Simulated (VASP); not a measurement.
# LiBiSe2 (R-3m) in VASP: further runs

The runs below take LiBiSe2 through single point, with PBE.

Everything below comes from runs of VASP 6.6.1. Logs are shortened: lines on timing, memory, paths and dates and some standing lists are left out, and cuts for length are marked.

### Step 1. The cell of the first run

It takes space group R-3m (No. 166, trigonal). The conventional cell has a = 4.055 Å, b = 4.055 Å, c = 19.460 Å, α = 90.00°, β = 90.00°, γ = 120.00°. Li (site symmetry -3m) has 6 Se at 2.79 Å within 3.7 Å. Within 3.8 Å of Bi (site symmetry -3m) lie 6 Se at 2.91 Å. Se (site symmetry 3m) has 3 Li at 2.79 Å and 3 Bi at 2.91 Å and 12 Se at 3.84 to 4.16 Å within 4.2 Å.

### Step 2. Single point, PBE (23.09 Å³/atom)

The input, INCAR:

```
ALGO     = Normal         # electronic algorithm
EDIFF    = 1E-6           # SCF threshold, eV
ENCUT    = 520            # plane-wave cutoff, eV
GGA      = PE             # functional
ISIF     = 2              # what is computed and relaxed
ISMEAR   = 0              # smearing method
LASPH    = T              # aspherical terms in the spheres
LCHARG   = F              # write CHGCAR
LREAL    = F              # projectors in reciprocal space
LWAVE    = F              # write WAVECAR
NBANDS   = 23             # bands
NELM     = 100            # most SCF steps
PREC     = Accurate       # precision mode
SIGMA    = 0.01           # smearing width, eV
```

The input, KPOINTS:

```
k-points
0
Gamma
  6 6 6
```

The input, POSCAR:

```
LiBiSe2
1.0
    2.0275961614      1.1706331896      6.4865896974
   -2.0275961614      1.1706331896      6.4865896974
    0.0000000000     -2.3412663792      6.4865896974
Li Bi Se
1 1 2
Direct
    1.0000000000      0.0000000000      0.0000000000
    0.5000000000      0.5000000000      0.5000000000
    0.2550503263      0.2550503263      0.2550503263
    0.7449496737      0.7449496737      0.7449496737
```

Potentials or basis: VASP PAW PBE potentials, release 64 (Li_sv, Bi_d, Se).

Launch:

```
> cat potpaw_PBE.64/Li_sv/POTCAR potpaw_PBE.64/Bi_d/POTCAR potpaw_PBE.64/Se/POTCAR > POTCAR
> mpirun -np 1 vasp_std > vasp.out
```

OUTCAR:

```text
EDIFF = 1E-6
   ENCUT = 520
   GGA = PE
   ISIF = 2
   ISMEAR = 0
   LASPH = T
   LREAL = F
   NELM = 100
   PREC = Accurate

 ion  position               nearest neighbor table
   1  0.000  0.000  0.000-
   2  0.500  0.500  0.500-   3 2.91   3 2.91   4 2.91   4 2.91   3 2.91   4 2.91
   3  0.255  0.255  0.255-   2 2.91   2 2.91   2 2.91
   4  0.745  0.745  0.745-   2 2.91   2 2.91   2 2.91

  LATTYP: Found a trigonal (rhomboedric) cell.
 ALAT       =     6.8961854790
 COS(alpha) =     0.8271079400

  Lattice vectors:

 A1 = (   2.0275961614,   1.1706331896,   6.4865896974)
 A2 = (  -2.0275961614,   1.1706331896,   6.4865896974)
 A3 = (   0.0000000000,  -2.3412663792,   6.4865896974)

Analysis of symmetry for initial positions (statically):
=====================================================================
 Subroutine PRICEL returns:
 Original cell was already a primitive cell.

 Routine SETGRP: Setting up the symmetry group for a
 trigonal (rhombohedral) supercell.

 Subroutine GETGRP returns: Found 12 space group operations
 (whereof 12 operations were pure point group operations)
 out of a pool of 12 trial point group operations.

The static configuration has the point symmetry D_3d.

Analysis of symmetry for dynamics (positions and initial velocities):
=====================================================================
 Subroutine PRICEL returns:
 Original cell was already a primitive cell.

 Routine SETGRP: Setting up the symmetry group for a
 trigonal (rhombohedral) supercell.

 Subroutine GETGRP returns: Found 12 space group operations
 (whereof 12 operations were pure point group operations)
 out of a pool of 12 trial point group operations.

The dynamic configuration has the point symmetry D_3d.

 Subroutine INISYM returns: Found 12 space group operations
 (whereof 12 operations are pure point group operations),
 and found     1 'primitive' translations

----------------------------------------------------------------------------------------

                                     Primitive cell

  volume of cell :      92.3783

  direct lattice vectors                    reciprocal lattice vectors
     2.027596161  1.170633190  6.486589697     0.246597429  0.142373092  0.051388071
    -2.027596161  1.170633190  6.486589697    -0.246597429  0.142373092  0.051388071
     0.000000000 -2.341266379  6.486589697     0.000000000 -0.284746184  0.051388071

  length of vectors
     6.896185479  6.896185479  6.896185479     0.289346026  0.289346026  0.289346026

  position of ions in fractional coordinates (direct lattice)
     0.000000000  0.000000000  0.000000000
     0.500000000  0.500000000  0.500000000
     0.255050326  0.255050326  0.255050326
     0.744949674  0.744949674  0.744949674

  ion indices of the primitive-cell ions
   primitive index   ion index
                 1           1
                 2           2
                 3           3
                 4           4

----------------------------------------------------------------------------------------

 KPOINTS: k-points

Automatic generation of k-mesh.
 Grid dimensions read from file:
 generate k-points for:    6    6    6

 Generating k-lattice:

  Cartesian coordinates                     Fractional coordinates (reciprocal lattice)
     0.041099571  0.023728849  0.008564679     0.166666667  0.000000000  0.000000000
    -0.041099571  0.023728849  0.008564679     0.000000000  0.166666667  0.000000000
     0.000000000 -0.047457697  0.008564679     0.000000000  0.000000000  0.166666667

  Length of vectors
     0.048224338  0.048224338  0.048224338

  Shift w.r.t. Gamma in fractional coordinates (k-lattice)
     0.000000000  0.000000000  0.000000000

 Subroutine IBZKPT returns following result:
 ===========================================

 Found     32 irreducible k-points:

 Following reciprocal coordinates:
            Coordinates               Weight
  0.000000  0.000000  0.000000      1.000000
  0.166667  0.000000  0.000000      6.000000
  0.333333 -0.000000 -0.000000      6.000000
  0.500000  0.000000  0.000000      3.000000
  0.166667  0.166667  0.000000      6.000000
  0.333333  0.166667  0.000000     12.000000
[... 16 lines left out ...]
  0.500000  0.500000  0.166667      6.000000
 -0.333333  0.500000  0.166667     12.000000
 [... further k-points ...]
   k-points           NKPTS =     32   k-points in BZ     NKDIM =     32   number of bands    NBANDS=     23
   number of dos      NEDOS =    301   number of ions     NIONS =      4
   total plane-waves  NPLWV = 157464
   dimension x,y,z NGX =    54 NGY =   54 NGZ =   54
   dimension x,y,z NGXF=   108 NGYF=  108 NGZF=  108
   ions per type =               1   1   2
   NGX,Y,Z   is equivalent  to a cutoff of  13.02, 13.02, 13.02 a.u.
   NGXF,Y,Z  is equivalent  to a cutoff of  26.04, 26.04, 26.04 a.u.
 SYSTEM =  unknown system
   PREC   = accura    normal or accurate (medium, high low for compatibility)
   ISTART =      0    job   : 0-new  1-cont  2-samecut
   ICHARG =      2    charge: 1-file 2-atom 10-const
   ISPIN  =      1    spin polarized calculation?
   LNONCOLLINEAR =      F non collinear calculations
   LSORBIT =      F    spin-orbit coupling
   LASPH  =      T    aspherical Exc in radial PAW
   ENCUT  =  520.0 eV  38.22 Ry    6.18 a.u.  12.82 12.82 12.82*2*pi/ulx,y,z
   NELM   =    100;   NELMIN=  2; NELMDL= -5     # of ELM steps
   EDIFF  = 0.1E-05   stopping-criterion for ELM
   LREAL  =      F    real-space projection
   EDIFFG = 0.1E-04   stopping-criterion for IOM
   NSW    =      0    number of steps for IOM
   IBRION =     -1    ionic relax: 0-MD 1-quasi-New 2-CG
   NFREE  =      0    steps in history (QN), initial steepest desc. (CG)
   ISIF   =      2    stress and relaxation
   ISYM   =      2    0-nonsym 1-usesym 2-fastsym
   POTIM  = 0.5000    time-step for ionic-motion
   TEBEG  =    0.0;   TEEND  =   0.0 temperature during run
   PSTRESS=    0.0 pullay stress
   NELECT =      30.0000    total number of electrons
   NUPDOWN=      -1.0000    fix difference up-down
   EMIN   =  10.00;   EMAX   =-10.00  energy-range for DOS
   EFERMI =   0.00;   METHOD = LEGACY
   ISMEAR =     0;   SIGMA  =   0.01  broadening in eV -4-tet -1-fermi 0-gaus
   EFERMI_NEDOS =   21; number of points for ismear=-14 and -15
   IALGO  =     38    algorithm
   IMIX   =      4    mixing-type and parameters
     AMIX     =   0.40;   BMIX     =  1.00
     AMIX_MAG =   1.60;   BMIX_MAG =  1.00
  volume/ion in A,a.u.               =      23.09       155.85
  Fermi-wavevector in a.u.,A,eV,Ry     =   1.125275  2.126461 17.228287  1.266243
  Thomas-Fermi vector in A             =   2.261951
   LORBIT       =      0    0 simple, 1 ext, 2 COOP (PROOUT), +10 PAW based schemes
   GGA     = PE    functional components
   LHFCALC =     F    Hartree Fock is set to
   AEXX    =    0.0000 exact exchange contribution
   IVDW    =     0    specifies the selected vdW correction
   LEPSILON=     F    determine dielectric tensor
   LRPA    =     F    only Hartree local field effects (RPA)
 non-spin polarized calculation
 Gauss-broadening in eV      SIGMA  =   0.01
  energy-cutoff  :      520.00
  volume of cell :       92.38
 maximum number of plane-waves:      2514
 NGX is ok and might be reduce to    54
   NGX = 25   NGY = 25   NGZ = 25

 number of electron      29.9999998 magnetization

 Free energy of the ion-electron system (eV)
  ---------------------------------------------------
  ext. energy  EPLUGINS =         0.00000000
  ---------------------------------------------------
  free energy    TOTEN  =       -15.63487444 eV

  energy without entropy =      -15.63487444  energy(sigma->0) =      -15.63487444

 E-fermi :   4.7372     XC(G=0):  -9.4748

 val. band max:        4.5585724771   @ k =   0.5000   0.5000   0.5000
 cond. band min:       5.5887158355   @ k =   0.5000   0.5000   0.5000
 fundamental gap:      1.0301433584
 Fermi energy:         4.7371611821

 k-point     1 :       0.0000    0.0000    0.0000
  band No.  band energies     occupation
      1     -41.3891      2.00000
      2     -18.4080      2.00000
      3     -18.4080      2.00000
      4     -18.4007      2.00000
      5     -18.3858      2.00000
      6     -18.3858      2.00000
[... 15 lines left out ...]
     22      11.8215      0.00000
     23      11.9127      0.00000

 k-point     2 :       0.1667    0.0000    0.0000
  band No.  band energies     occupation
      1     -41.3890      2.00000
      2     -18.4123      2.00000
      3     -18.4003      2.00000
      4     -18.3958      2.00000
      5     -18.3904      2.00000
      6     -18.3862      2.00000
[... 15 lines left out ...]
     22      11.7733      0.00000
     23      11.8618      0.00000

 k-point     3 :       0.3333   -0.0000   -0.0000
  band No.  band energies     occupation
      1     -41.3888      2.00000
      2     -18.4239      2.00000
      3     -18.3998      2.00000
      4     -18.3930      2.00000
      5     -18.3826      2.00000
      6     -18.3788      2.00000
[... 15 lines left out ...]
     22      12.1318      0.00000
     23      12.4434      0.00000

 k-point     4 :       0.5000    0.0000    0.0000
  band No.  band energies     occupation
      1     -41.3887      2.00000
      2     -18.4305      2.00000
      3     -18.4031      2.00000
      4     -18.3934      2.00000
      5     -18.3766      2.00000
      6     -18.3710      2.00000
[... 15 lines left out ...]
     22      12.2490      0.00000
     23      13.1762      0.00000

 k-point     5 :       0.1667    0.1667    0.0000
  band No.  band energies     occupation
      1     -41.3890      2.00000
      2     -18.4123      2.00000
      3     -18.4003      2.00000
      4     -18.3957      2.00000
      5     -18.3904      2.00000
      6     -18.3862      2.00000
[... 434 lines left out ...]
 k-point    22 :      -0.1667    0.3333    0.1667
  band No.  band energies     occupation
      1     -41.3887      2.00000
      2     -18.4222      2.00000
      3     -18.3986      2.00000
      4     -18.3974      2.00000
      5     -18.3823      2.00000
      6     -18.3741      2.00000
[... 15 lines left out ...]
     22      12.7287      0.00000
     23      13.9049      0.00000

 k-point    23 :       0.5000    0.5000    0.1667
  band No.  band energies     occupation
      1     -41.3888      2.00000
      2     -18.4240      2.00000
      3     -18.3997      2.00000
      4     -18.3930      2.00000
      5     -18.3825      2.00000
      6     -18.3787      2.00000
[... 15 lines left out ...]
     22      12.7490      0.00000
     23      13.1044      0.00000

 k-point    24 :      -0.3333    0.5000    0.1667
  band No.  band energies     occupation
      1     -41.3887      2.00000
      2     -18.4222      2.00000
      3     -18.3986      2.00000
      4     -18.3974      2.00000
      5     -18.3823      2.00000
      6     -18.3741      2.00000
[... 15 lines left out ...]
     22      12.4560      0.00000
     23      13.0555      0.00000

 [... further k-points ...]

------------------------ aborting loop because EDIFF is reached ----------------------------------------

  FORCE on cell =-STRESS in cart. coord.  units (eV):
  Direction    XX          YY          ZZ          XY          YZ          ZX
  --------------------------------------------------------------------------------------
  -------------------------------------------------------------------------------------
  Total        2.1738202      2.1738202      2.1603487      0.0000000      0.0000000      0.0000000
  in kB       37.7019858     37.7019858     37.4683410      0.0000000      0.0000000      0.0000000
  external PRESSURE =      37.6241042 kB  Pullay stress =       0.0000000 kB

 VOLUME and BASIS-vectors are now :
 -----------------------------------------------------------------------------
  energy-cutoff  :      520.00
  volume of cell :       92.38
      direct lattice vectors                 reciprocal lattice vectors
     2.027596161  1.170633190  6.486589697     0.246597429  0.142373092  0.051388071
    -2.027596161  1.170633190  6.486589697    -0.246597429  0.142373092  0.051388071
     0.000000000 -2.341266379  6.486589697     0.000000000 -0.284746184  0.051388071

 POSITION                                       TOTAL-FORCE (eV/Angst)
 -----------------------------------------------------------------------------------
      0.00000      0.00000      0.00000        -0.000000      0.000000      0.000000
      0.00000      0.00000      9.72988         0.000000      0.000000      0.000000
      0.00000      0.00000      4.96322        -0.000000      0.000000      0.384495
      0.00000      0.00000     14.49655        -0.000000     -0.000000     -0.384495
 -----------------------------------------------------------------------------------
    total drift:                               -0.000000     -0.000000      0.000000

  FREE ENERGIE OF THE ION-ELECTRON SYSTEM (eV)
  ---------------------------------------------------
  free  energy   TOTEN  =       -15.6348744354 eV

  energy  without entropy=      -15.6348744354  energy(sigma->0) =      -15.63487444
```

It took 2.3 min on 1 thread of Intel Xeon 6975P-C (Granite Rapids), shared host; peak memory 0.42 GiB.

Results:

```yaml
Free_energy: -15.6349 eV
Largest_force: 0.384 eV/Å
Band_gap_on_the_k_mesh: 1.03 eV
```

Forces in eV/Å, atoms in the order of the input:
```
Li   0.000  0.000  0.000
Bi   0.000  0.000  0.000
Se   0.000  0.000  0.384
Se   0.000  0.000 -0.384
```

Caveat: the cutoff is under 1.25 times the usual one of these potentials, so pressure, stress and relaxed cells hold a basis-set (Pulay) error; spin-orbit coupling is left out, which moves the levels of the heavy elements.

(Continued in part 2 of 2.)
